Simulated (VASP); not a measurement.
# AlSi5 (P6/mmm) in VASP: a series of runs

AlSi5 is run at these levels: PBE; tasks: single point, relaxation of cell and atoms.

Everything below comes from runs of VASP 6.6.1. Logs are shortened: lines on timing, memory, paths and dates and some standing lists are left out, and cuts for length are marked.

## (1) The cell of the first run

It takes space group P6/mmm (No. 191, hexagonal). The conventional cell has a = 4.895 Å, b = 4.895 Å, c = 4.718 Å, α = 90.00°, β = 90.00°, γ = 120.00°. Within 3.7 Å of Al (site symmetry 6/mmm) lie 18 Si at 2.83 to 3.40 Å. Within 3.6 Å of Si (site symmetry -6m2) lie 9 Si at 2.75 to 2.83 Å and 3 Al at 2.83 Å. Si (site symmetry mmm) has 8 Si at 2.45 to 2.75 Å within 3.2 Å.

## (2) Single point, PBE

The input, INCAR:

```
SYSTEM = AlSi5
PREC = Accurate ; ENCUT = 520
EDIFF = 1E-6 ; ISMEAR = 0
SIGMA = 0.1 ; LREAL = .False.
LASPH = .True. ; NELM = 100
ALGO = Normal ; ISIF = 2
LWAVE = .False. ; LCHARG = .True.
GGA = PE ; LELF = .True.
LVHAR = .True. ; NBANDS = 20
```

The input, KPOINTS:

```
regular mesh
0
Gamma
  12 12 8
  0 0 0
```

The input, POSCAR:

```
AlSi5
1.0
    4.8948142079      0.0000000000      0.0000000000
   -2.4474071039      4.2390334508      0.0000000000
    0.0000000000      0.0000000000      4.7175775652
Al Si
1 5
Direct
    0.0000000000      0.0000000000      0.5000000000
    0.3333333333      0.6666666667      0.5000000000
    0.6666666667      0.3333333333      0.5000000000
    0.5000000000      0.0000000000      0.0000000000
    0.0000000000      0.5000000000      0.0000000000
    0.5000000000      0.5000000000      0.0000000000
```

Potentials or basis: VASP PAW PBE potentials, release 64 (Al, Si).

The run is started by

```sh
$ cat potpaw_PBE.64/Al/POTCAR potpaw_PBE.64/Si/POTCAR > POTCAR
$ mpirun -np 1 vasp_std > vasp.out
```

OUTCAR:

```text
SYSTEM = AlSi5
   PREC = Accurate
   ENCUT = 520
   EDIFF = 1E-6
   ISMEAR = 0
   LREAL = .False.
   LASPH = .True.
   NELM = 100
   ISIF = 2
   GGA = PE

 ion  position               nearest neighbor table
   1  0.000  0.000  0.500-   2 2.83   3 2.83   2 2.83   3 2.83   3 2.83   2 2.83
   2  0.333  0.667  0.500-   4 2.75   4 2.75   5 2.75   5 2.75   6 2.75   6 2.75   3 2.83   1 2.83
                             3 2.83   1 2.83   1 2.83   3 2.83
   3  0.667  0.333  0.500-   4 2.75   4 2.75   5 2.75   5 2.75   6 2.75   6 2.75   2 2.83   1 2.83
                             2 2.83   1 2.83   1 2.83   2 2.83
   4  0.500  0.000  0.000-   6 2.45   6 2.45   5 2.45   5 2.45   2 2.75   3 2.75   2 2.75   3 2.75

   5  0.000  0.500  0.000-   4 2.45   4 2.45   6 2.45   6 2.45   2 2.75   3 2.75   2 2.75   3 2.75

   6  0.500  0.500  0.000-   4 2.45   4 2.45   5 2.45   5 2.45   2 2.75   3 2.75   2 2.75   3 2.75

  LATTYP: Found a hexagonal cell.
 ALAT       =     4.8948142079
 C/A-ratio  =     0.9637909356

  Lattice vectors:

 A1 = (   4.8948142079,   0.0000000000,   0.0000000000)
 A2 = (  -2.4474071039,   4.2390334508,   0.0000000000)
 A3 = (   0.0000000000,   0.0000000000,   4.7175775652)

Analysis of symmetry for initial positions (statically):
=====================================================================
 Subroutine PRICEL returns:
 Original cell was already a primitive cell.

 Routine SETGRP: Setting up the symmetry group for a
 hexagonal supercell.

 Subroutine GETGRP returns: Found 24 space group operations
 (whereof 24 operations were pure point group operations)
 out of a pool of 24 trial point group operations.

The static configuration has the point symmetry D_6h.

Analysis of symmetry for dynamics (positions and initial velocities):
=====================================================================
 Subroutine PRICEL returns:
 Original cell was already a primitive cell.

 Routine SETGRP: Setting up the symmetry group for a
 hexagonal supercell.

 Subroutine GETGRP returns: Found 24 space group operations
 (whereof 24 operations were pure point group operations)
 out of a pool of 24 trial point group operations.

The dynamic configuration has the point symmetry D_6h.

 Subroutine INISYM returns: Found 24 space group operations
 (whereof 24 operations are pure point group operations),
 and found     1 'primitive' translations

----------------------------------------------------------------------------------------

                                     Primitive cell

  volume of cell :      97.8863

[... 95 lines left out ...]
   NELM   =    100;   NELMIN=  2; NELMDL= -5     # of ELM steps
   EDIFF  = 0.1E-05   stopping-criterion for ELM
   LREAL  =      F    real-space projection
   EDIFFG = 0.1E-04   stopping-criterion for IOM
   NSW    =      0    number of steps for IOM
   IBRION =     -1    ionic relax: 0-MD 1-quasi-New 2-CG
   NFREE  =      0    steps in history (QN), initial steepest desc. (CG)
   ISIF   =      2    stress and relaxation
   ISYM   =      2    0-nonsym 1-usesym 2-fastsym
   POTIM  = 0.5000    time-step for ionic-motion
   TEBEG  =    0.0;   TEEND  =   0.0 temperature during run
   PSTRESS=    0.0 pullay stress
   NELECT =      23.0000    total number of electrons
   NUPDOWN=      -1.0000    fix difference up-down
   EMIN   =  10.00;   EMAX   =-10.00  energy-range for DOS
   EFERMI =   0.00;   METHOD = LEGACY
   ISMEAR =     0;   SIGMA  =   0.10  broadening in eV -4-tet -1-fermi 0-gaus
   EFERMI_NEDOS =   21; number of points for ismear=-14 and -15
   IALGO  =     38    algorithm
   IMIX   =      4    mixing-type and parameters
     AMIX     =   0.40;   BMIX     =  1.00
     AMIX_MAG =   1.60;   BMIX_MAG =  1.00
  volume/ion in A,a.u.               =      16.31       110.09
  Fermi-wavevector in a.u.,A,eV,Ry     =   1.010206  1.909013 13.884974  1.020517
  Thomas-Fermi vector in A             =   2.143181
   LORBIT       =      0    0 simple, 1 ext, 2 COOP (PROOUT), +10 PAW based schemes
   GGA     = PE    functional components
   LHFCALC =     F    Hartree Fock is set to
   AEXX    =    0.0000 exact exchange contribution
   IVDW    =     0    specifies the selected vdW correction
   LEPSILON=     F    determine dielectric tensor
   LRPA    =     F    only Hartree local field effects (RPA)
 non-spin polarized calculation
 Gauss-broadening in eV      SIGMA  =   0.10
  energy-cutoff  :      520.00
  volume of cell :       97.89
 maximum number of plane-waves:      2664
   NGX = 19   NGY = 19   NGZ = 17

 number of electron      23.0000002 magnetization

 Free energy of the ion-electron system (eV)
  ---------------------------------------------------
  ext. energy  EPLUGINS =         0.00000000
  ---------------------------------------------------
  free energy    TOTEN  =       -27.75072020 eV

  energy without entropy =      -27.73427604  energy(sigma->0) =      -27.74249812

 E-fermi :   8.4793     XC(G=0): -10.5148

 val. band max:        8.4678792172   @ k =   0.0000   0.0000   0.0000
 cond. band min:       8.4825096631   @ k =   0.3333  -0.0000   0.0000
 fundamental gap:      0.0146304459
 Fermi energy:         8.4792933215

 k-point     1 :       0.0000    0.0000    0.0000
  band No.  band energies     occupation
      1      -5.1168      2.00000
      2       0.8103      2.00000
      3       0.8466      2.00000
      4       1.9468      2.00000
      5       2.5934      2.00000
      6       2.5934      2.00000
[... 541 lines left out ...]
     19      12.2854      0.00000
     20      13.8563      0.00000

 [... further k-points ...]
[... 5 lines left out ...]
  --------------------------------------------------------------------------------------
  -------------------------------------------------------------------------------------
  Total       -0.0333129     -0.0333129     -0.0185300     -0.0000000      0.0000000      0.0000000
  in kB       -0.5452563     -0.5452563     -0.3032942     -0.0000000      0.0000000      0.0000000
  external PRESSURE =      -0.4646023 kB  Pullay stress =       0.0000000 kB

 VOLUME and BASIS-vectors are now :
 -----------------------------------------------------------------------------
  energy-cutoff  :      520.00
  volume of cell :       97.89
      direct lattice vectors                 reciprocal lattice vectors
     4.894814208  0.000000000  0.000000000     0.204297846  0.117951416  0.000000000
    -2.447407104  4.239033451  0.000000000     0.000000000  0.235902833  0.000000000
     0.000000000  0.000000000  4.717577565     0.000000000  0.000000000  0.211973197

 POSITION                                       TOTAL-FORCE (eV/Angst)
 -----------------------------------------------------------------------------------
      0.00000      0.00000      2.35879        -0.000000      0.000000     -0.000000
     -0.00000      2.82602      2.35879         0.000000     -0.000000      0.000000
      2.44741      1.41301      2.35879        -0.000000     -0.000000     -0.000000
      2.44741      0.00000      0.00000        -0.000000      0.000000     -0.000000
     -1.22370      2.11952      0.00000        -0.000000      0.000000     -0.000000
      1.22370      2.11952      0.00000        -0.000000      0.000000     -0.000000
 -----------------------------------------------------------------------------------
    total drift:                                0.000000     -0.000000      0.000000

  FREE ENERGIE OF THE ION-ELECTRON SYSTEM (eV)
  ---------------------------------------------------
  free  energy   TOTEN  =       -27.7507201957 eV

  energy  without entropy=      -27.7342760368  energy(sigma->0) =      -27.74249812
```

It took 65 s on 1 thread of Intel Xeon Platinum 8488C (Sapphire Rapids), shared host; peak memory 0.29 GiB.

What came out:

```
Free energy : -27.7507 eV
Pressure    : 0.0 GPa
```

Levels at points of the mesh, in eV from the Fermi level:
| k point | band 8 | band 9 | band 10 | band 11 | band 12 | band 13 | band 14 | band 15 | band 16 | band 17 |
| --- | --- | --- | --- | --- | --- | --- | --- | --- | --- | --- |
| (0.00, 0.00, 0.00) | -4.13 | -2.18 | -1.51 | -0.77 | -0.01 | -0.01 | 0.66 | 0.66 | 0.77 | 0.77 |
| (0.50, 0.00, 0.00) | -4.16 | -1.48 | -1.17 | -0.15 | 0.06 | 0.19 | 0.69 | 1.23 | 1.46 | 4.91 |
| (0.00, 0.00, 0.50) | -4.01 | -3.00 | -3.00 | -2.17 | -2.17 | -1.38 | 0.11 | 0.76 | 0.83 | 5.18 |
| (0.50, 0.00, 0.50) | -4.68 | 0.98 | 1.08 | 1.54 | 1.90 | 2.22 | 2.42 | 2.43 | 2.48 | 2.75 |

## (3) Relaxation of cell and atoms, PBE

This run uses another cell than the first one, of 16.18 Å³/atom, 0.992 times its volume.

The input, INCAR:

```
SYSTEM = AlSi5
PREC     = Accurate       ! precision mode
ENCUT    = 600            ! plane-wave cutoff, eV
EDIFF    = 1E-7           ! SCF threshold, eV
ISMEAR   = 0              ! smearing method
SIGMA    = 0.1            ! smearing width, eV
LREAL    = .False.        ! projectors in reciprocal space
LASPH    = .True.         ! aspherical terms in the spheres
NELM     = 100            ! most SCF steps
ALGO     = Normal         ! electronic algorithm
ISIF     = 3              ! what is computed and relaxed
LWAVE    = .False.        ! write WAVECAR
LCHARG   = .False.        ! write CHGCAR
GGA      = PE             ! functional
IBRION   = 2              ! ionic algorithm
NSW      = 100            ! ionic steps
EDIFFG   = -0.01          ! ionic threshold
```

The input, KPOINTS:

```
Automatic mesh
0
Gamma
  12 12 8
  0 0 0
```

POSCAR: that of step 2 with these lines changed.

```diff
@@ -2,5 +2,5 @@
 1.0
-    4.8948142079      0.0000000000      0.0000000000
-   -2.4474071039      4.2390334508      0.0000000000
-    0.0000000000      0.0000000000      4.7175775652
+    4.9164358370      0.0000000000      0.0000000000
+   -2.4582179185      4.2577583309      0.0000000000
+    0.0000000000      0.0000000000      4.6389238718
 Al Si
```

Potentials or basis: VASP PAW PBE potentials, release 64 (Al, Si).

The run is started by

```sh
$ cat potpaw_PBE.64/Al/POTCAR potpaw_PBE.64/Si/POTCAR > POTCAR
$ mpirun -np 1 vasp_std > vasp.out
```

Run time: 5.1 min. Hardware: 1 thread of Intel Xeon Platinum 8488C (Sapphire Rapids), shared host; peak memory 0.34 GiB.

It converged, with:

| Item | Value |
| --- | --- |
| Free energy | -27.7509 eV |
| Relaxed volume | 16.33 Å³/atom |
| Relaxed cell | a = 4.895 Å, b = 4.895 Å, c = 4.721 Å, α = 90.00°, β = 90.00°, γ = 120.00° |
| Space group after relaxing (to 0.05 Å) | P6/mmm (No. 191) |
| Energy gained by relaxing | 0.8 meV/atom |
| Ionic steps | 5 |
| Pressure after relaxing | -0.1 GPa |

The path:
```
step  energy change (eV)  largest force (eV/Å)  pressure (GPa)  volume (Å³)
   1              0.0000                0.0000            0.21        97.11
   2             -0.0018                0.0000            0.06        97.41
   3             -0.0038                0.0000           -0.28        98.05
   4             -0.0039                0.0000           -0.38        98.25
   5             -0.0049                0.0000           -0.08        97.96
```

Final structure:
```yaml
crystal:
  lattice:
    - [4.89507, 0.00000, 0.00000]
    - [-2.44753, 4.23925, 0.00000]
    - [0.00000, 0.00000, 4.72070]
  atoms:
    - { symbol: Al, position: [0.00000, 0.00000, 0.50000] }
    - { symbol: Si, position: [0.33333, 0.66667, 0.50000] }
    - { symbol: Si, position: [0.66667, 0.33333, 0.50000] }
    - { symbol: Si, position: [0.50000, 0.00000, 0.00000] }
    - { symbol: Si, position: [0.00000, 0.50000, 0.00000] }
    - { symbol: Si, position: [0.50000, 0.50000, 0.00000] }
```

Levels at points of the mesh, in eV from the Fermi level:
```csv
k point,band 10,band 11,band 12,band 13,band 14,band 15
"(0.00, 0.00, 0.00)",-1.52,-0.77,-0.02,-0.02,0.66,0.66
"(0.50, 0.00, 0.00)",-1.18,-0.15,0.06,0.19,0.69,1.23
"(0.00, 0.00, 0.50)",-3.00,-2.16,-2.16,-1.38,0.12,0.75
"(0.50, 0.00, 0.50)",1.09,1.53,1.89,2.22,2.42,2.44
```
